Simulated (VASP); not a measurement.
# TiAl (P-6m2) in VASP: notebook

TiAl is run at these levels: PBE; tasks: single point.

Program: VASP 6.6.1. These are calculated values, not measurements. Logs are shortened: lines on timing, memory, paths and dates and some standing lists are left out, and cuts for length are marked.

## Step 1: The cell of the first run

The structure is hexagonal, space group P-6m2 (No. 187). Conventional cell: a = 2.989 Å, b = 2.989 Å, c = 4.555 Å, α = 90.00°, β = 90.00°, γ = 120.00°. Within 3.8 Å of Ti (site symmetry -6m2) lie 6 Al at 2.86 Å and 6 Ti at 2.99 Å. Within 3.8 Å of Al (site symmetry -6m2) lie 6 Ti at 2.86 Å and 6 Al at 2.99 Å.

## Step 2: Single point, PBE

INCAR

```
SYSTEM = TiAl
  ALGO = Normal
  EDIFF = 1E-7
  ENCUT = 520
  GGA = PE
  ISIF = 2
  ISMEAR = 0
  LASPH = .TRUE.
  LCHARG = .FALSE.
  LREAL = .FALSE.
  LWAVE = .FALSE.
  NBANDS = 14
  NELM = 100
  PREC = Accurate
  SIGMA = 0.15
```

KPOINTS

```
k-points
0
G
  18 18 10
  0 0 0
```

POSCAR

```
TiAl
1.0
    2.9890000000      0.0000000000      0.0000000000
   -1.4945000000      2.5885499319      0.0000000000
    0.0000000000      0.0000000000      4.5554000000
Ti Al
1 1
Direct
    0.0000000000      0.0000000000      0.0000000000
    0.3333333333      0.6666666667      0.5000000000
```

Potentials or basis: VASP PAW PBE potentials, release 64 (Ti_sv, Al).

Run with:

```sh
cat potpaw_PBE.64/Ti_sv/POTCAR potpaw_PBE.64/Al/POTCAR > POTCAR
mpirun -np 1 vasp_std > vasp.out
```

OUTCAR:

```text
SYSTEM = TiAl
   EDIFF = 1E-7
   ENCUT = 520
   GGA = PE
   ISIF = 2
   ISMEAR = 0
   LASPH = .TRUE.
   LREAL = .FALSE.
   NELM = 100
   PREC = Accurate

 ion  position               nearest neighbor table
   1  0.000  0.000  0.000-   2 2.86   2 2.86   2 2.86   2 2.86   2 2.86   2 2.86
   2  0.333  0.667  0.500-   1 2.86   1 2.86   1 2.86   1 2.86   1 2.86   1 2.86

  LATTYP: Found a hexagonal cell.
 ALAT       =     2.9890000000
 C/A-ratio  =     1.5240548678

  Lattice vectors:

 A1 = (   2.9890000000,   0.0000000000,   0.0000000000)
 A2 = (  -1.4945000000,   2.5885499319,   0.0000000000)
 A3 = (   0.0000000000,   0.0000000000,   4.5554000000)

Analysis of symmetry for initial positions (statically):
=====================================================================
 Subroutine PRICEL returns:
 Original cell was already a primitive cell.

 Routine SETGRP: Setting up the symmetry group for a
 hexagonal supercell.

 Subroutine GETGRP returns: Found 12 space group operations
 (whereof 12 operations were pure point group operations)
 out of a pool of 24 trial point group operations.

The static configuration has the point symmetry D_3h.

Analysis of symmetry for dynamics (positions and initial velocities):
=====================================================================
 Subroutine PRICEL returns:
 Original cell was already a primitive cell.

 Routine SETGRP: Setting up the symmetry group for a
 hexagonal supercell.

 Subroutine GETGRP returns: Found 12 space group operations
 (whereof 12 operations were pure point group operations)
 out of a pool of 24 trial point group operations.

The dynamic configuration has the point symmetry D_3h.

 Subroutine INISYM returns: Found 12 space group operations
 (whereof 12 operations are pure point group operations),
 and found     1 'primitive' translations

----------------------------------------------------------------------------------------

                                     Primitive cell

  volume of cell :      35.2459

  direct lattice vectors                    reciprocal lattice vectors
     2.989000000  0.000000000  0.000000000     0.334560054  0.193158337  0.000000000
    -1.494500000  2.588549932  0.000000000     0.000000000  0.386316674  0.000000000
     0.000000000  0.000000000  4.555400000     0.000000000  0.000000000  0.219519691

  length of vectors
     2.989000000  2.989000000  4.555400000     0.386316674  0.386316674  0.219519691

  position of ions in fractional coordinates (direct lattice)
     0.000000000  0.000000000  0.000000000
     0.333333333  0.666666667  0.500000000

  ion indices of the primitive-cell ions
   primitive index   ion index
                 1           1
                 2           2

----------------------------------------------------------------------------------------

 KPOINTS: k-points

Automatic generation of k-mesh.
 Grid dimensions read from file:
 generate k-points for:   18   18   10

 Generating k-lattice:

  Cartesian coordinates                     Fractional coordinates (reciprocal lattice)
     0.018586670  0.010731019  0.000000000     0.055555556  0.000000000  0.000000000
     0.000000000  0.021462037  0.000000000     0.000000000  0.055555556  0.000000000
     0.000000000  0.000000000  0.021951969     0.000000000  0.000000000  0.100000000

  Length of vectors
     0.021462037  0.021462037  0.021951969

  Shift w.r.t. Gamma in fractional coordinates (k-lattice)
     0.000000000  0.000000000  0.000000000

 Subroutine IBZKPT returns following result:
 ===========================================

 Found    222 irreducible k-points:

 Following reciprocal coordinates:
            Coordinates               Weight
  0.000000  0.000000  0.000000      1.000000
  0.055556  0.000000  0.000000      6.000000
  0.111111  0.000000  0.000000      6.000000
  0.166667  0.000000  0.000000      6.000000
  0.222222  0.000000  0.000000      6.000000
  0.277778  0.000000  0.000000      6.000000
[... 16 lines left out ...]
  0.333333  0.111111  0.000000     12.000000
  0.388889  0.111111  0.000000     12.000000
 [... further k-points ...]
   k-points           NKPTS =    222   k-points in BZ     NKDIM =    222   number of bands    NBANDS=     14
   number of dos      NEDOS =    301   number of ions     NIONS =      2
   total plane-waves  NPLWV =  20736
   dimension x,y,z NGX =    24 NGY =   24 NGZ =   36
   dimension x,y,z NGXF=    48 NGYF=   48 NGZF=   72
   ions per type =               1   1
   NGX,Y,Z   is equivalent  to a cutoff of  13.35, 13.35, 13.14 a.u.
   NGXF,Y,Z  is equivalent  to a cutoff of  26.70, 26.70, 26.28 a.u.
 SYSTEM =  TiAl
   PREC   = accura    normal or accurate (medium, high low for compatibility)
   ISTART =      0    job   : 0-new  1-cont  2-samecut
   ICHARG =      2    charge: 1-file 2-atom 10-const
   ISPIN  =      1    spin polarized calculation?
   LNONCOLLINEAR =      F non collinear calculations
   LSORBIT =      F    spin-orbit coupling
   LASPH  =      T    aspherical Exc in radial PAW
   ENCUT  =  520.0 eV  38.22 Ry    6.18 a.u.   5.56  5.56  8.47*2*pi/ulx,y,z
   NELM   =    100;   NELMIN=  2; NELMDL= -5     # of ELM steps
   EDIFF  = 0.1E-06   stopping-criterion for ELM
   LREAL  =      F    real-space projection
   EDIFFG = 0.1E-05   stopping-criterion for IOM
   NSW    =      0    number of steps for IOM
   IBRION =     -1    ionic relax: 0-MD 1-quasi-New 2-CG
   NFREE  =      0    steps in history (QN), initial steepest desc. (CG)
   ISIF   =      2    stress and relaxation
   ISYM   =      2    0-nonsym 1-usesym 2-fastsym
   POTIM  = 0.5000    time-step for ionic-motion
   TEBEG  =    0.0;   TEEND  =   0.0 temperature during run
   PSTRESS=    0.0 pullay stress
   NELECT =      15.0000    total number of electrons
   NUPDOWN=      -1.0000    fix difference up-down
   EMIN   =  10.00;   EMAX   =-10.00  energy-range for DOS
   EFERMI =   0.00;   METHOD = LEGACY
   ISMEAR =     0;   SIGMA  =   0.15  broadening in eV -4-tet -1-fermi 0-gaus
   EFERMI_NEDOS =   21; number of points for ismear=-14 and -15
   IALGO  =     38    algorithm
   IMIX   =      4    mixing-type and parameters
     AMIX     =   0.40;   BMIX     =  1.00
     AMIX_MAG =   1.60;   BMIX_MAG =  1.00
  volume/ion in A,a.u.               =      17.62       118.93
  Fermi-wavevector in a.u.,A,eV,Ry     =   1.231409  2.327025 20.631435  1.516368
  Thomas-Fermi vector in A             =   2.366219
   LORBIT       =      0    0 simple, 1 ext, 2 COOP (PROOUT), +10 PAW based schemes
   GGA     = PE    functional components
   LHFCALC =     F    Hartree Fock is set to
   AEXX    =    0.0000 exact exchange contribution
   IVDW    =     0    specifies the selected vdW correction
   LEPSILON=     F    determine dielectric tensor
   LRPA    =     F    only Hartree local field effects (RPA)
 non-spin polarized calculation
 Gauss-broadening in eV      SIGMA  =   0.15
  energy-cutoff  :      520.00
  volume of cell :       35.25
 maximum number of plane-waves:      1000
 NGX is ok and might be reduce to    24
   NGX = 11   NGY = 11   NGZ = 17

 number of electron      15.0000006 magnetization

 Free energy of the ion-electron system (eV)
  ---------------------------------------------------
  ext. energy  EPLUGINS =         0.00000000
  ---------------------------------------------------
  free energy    TOTEN  =       -12.04859005 eV

  energy without entropy =      -12.01609823  energy(sigma->0) =      -12.03234414

 E-fermi :   7.2611     XC(G=0): -10.6970

 val. band max:        7.2588007904   @ k =   0.1111   0.1111   0.3000
 cond. band min:       7.2626430882   @ k =   0.3333   0.3333   0.5000
 fundamental gap:      0.0038422978
 Fermi energy:         7.2610695358

 k-point     1 :       0.0000    0.0000    0.0000
  band No.  band energies     occupation
      1     -49.4324      2.00000
      2     -25.7433      2.00000
      3     -25.4297      2.00000
      4     -25.4297      2.00000
      5      -1.2750      2.00000
      6       5.2997      2.00000
      7       5.9926      2.00000
      8       8.4026      0.00000
      9       8.4026      0.00000
     10       9.6379      0.00000
     11       9.6379      0.00000
     12      11.6167      0.00000
     13      18.9084      0.00000
     14      18.9084      0.00000

 k-point     2 :       0.0556    0.0000    0.0000
  band No.  band energies     occupation
      1     -49.4306      2.00000
      2     -25.7415      2.00000
      3     -25.4416      2.00000
      4     -25.4325      2.00000
      5      -1.2042      2.00000
      6       5.3702      2.00000
      7       5.9890      2.00000
      8       8.3361      0.00000
      9       8.4559      0.00000
     10       9.6193      0.00000
     11       9.6764      0.00000
     12      11.6268      0.00000
     13      17.7972      0.00000
     14      18.2415      0.00000

 k-point     3 :       0.1111    0.0000    0.0000
  band No.  band energies     occupation
      1     -49.4257      2.00000
      2     -25.7362      2.00000
      3     -25.4758      2.00000
      4     -25.4404      2.00000
      5      -0.9928      2.00000
      6       5.5725      2.00000
      7       5.9790      2.00000
      8       8.1515      0.00000
      9       8.6128      0.00000
     10       9.5663      0.00000
     11       9.7906      0.00000
     12      11.6538      0.00000
     13      16.1500      0.00000
     14      17.3815      0.00000
[... 324 lines left out ...]
 k-point    23 :       0.3333    0.1111    0.0000
  band No.  band energies     occupation
      1     -49.3799      2.00000
      2     -25.7624      2.00000
      3     -25.6875      2.00000
      4     -25.5354      2.00000
      5       2.1860      2.00000
      6       5.9730      2.00000
      7       6.0217      2.00000
      8       6.7685      2.00000
      9       8.7489      0.00000
     10       9.9096      0.00000
     11      11.0259      0.00000
     12      11.6346      0.00000
     13      12.4606      0.00000
     14      13.1188      0.00000

 k-point    24 :       0.3889    0.1111    0.0000
  band No.  band energies     occupation
      1     -49.3752      2.00000
      2     -25.7906      2.00000
      3     -25.6825      2.00000
      4     -25.5453      2.00000
      5       3.0794      2.00000
      6       5.1588      2.00000
      7       6.0434      2.00000
      8       6.5986      2.00000
      9       8.6507      0.00000
     10      10.1229      0.00000
     11      11.0243      0.00000
     12      11.9793      0.00000
     13      12.4096      0.00000
     14      13.3548      0.00000

 [... further k-points ...]

------------------------ aborting loop because EDIFF is reached ----------------------------------------

  FORCE on cell =-STRESS in cart. coord.  units (eV):
  Direction    XX          YY          ZZ          XY          YZ          ZX
  --------------------------------------------------------------------------------------
  -------------------------------------------------------------------------------------
  Total       -1.3504709     -1.3504709     -0.1828428      0.0000000     -0.0000000     -0.0000000
  in kB      -61.3884753    -61.3884753     -8.3115024      0.0000000     -0.0000000     -0.0000000
  external PRESSURE =     -43.6961510 kB  Pullay stress =       0.0000000 kB

 VOLUME and BASIS-vectors are now :
 -----------------------------------------------------------------------------
  energy-cutoff  :      520.00
  volume of cell :       35.25
      direct lattice vectors                 reciprocal lattice vectors
     2.989000000  0.000000000  0.000000000     0.334560054  0.193158337  0.000000000
    -1.494500000  2.588549932  0.000000000     0.000000000  0.386316674  0.000000000
     0.000000000  0.000000000  4.555400000     0.000000000  0.000000000  0.219519691

 POSITION                                       TOTAL-FORCE (eV/Angst)
 -----------------------------------------------------------------------------------
      0.00000      0.00000      0.00000        -0.000000      0.000000      0.000000
     -0.00000      1.72570      2.27770         0.000000     -0.000000      0.000000
 -----------------------------------------------------------------------------------
    total drift:                                0.000000     -0.000000      0.000000

  FREE ENERGIE OF THE ION-ELECTRON SYSTEM (eV)
  ---------------------------------------------------
  free  energy   TOTEN  =       -12.0485900483 eV

  energy  without entropy=      -12.0160982318  energy(sigma->0) =      -12.03234414
```

Wall time 2.1 min (1 thread of Intel Xeon 8259CL, shared host); peak memory 0.24 GiB.

What came out:

```yaml
Free_energy: -12.0486 eV
Pressure: -4.4 GPa
Band_gap_on_the_k_mesh: zero (an odd number of electrons rules out a gap without spin polarisation)
```

Caveat: the stress differs along the axes, from -6 to -1 GPa.

(Part 1 of 2 ends here.)
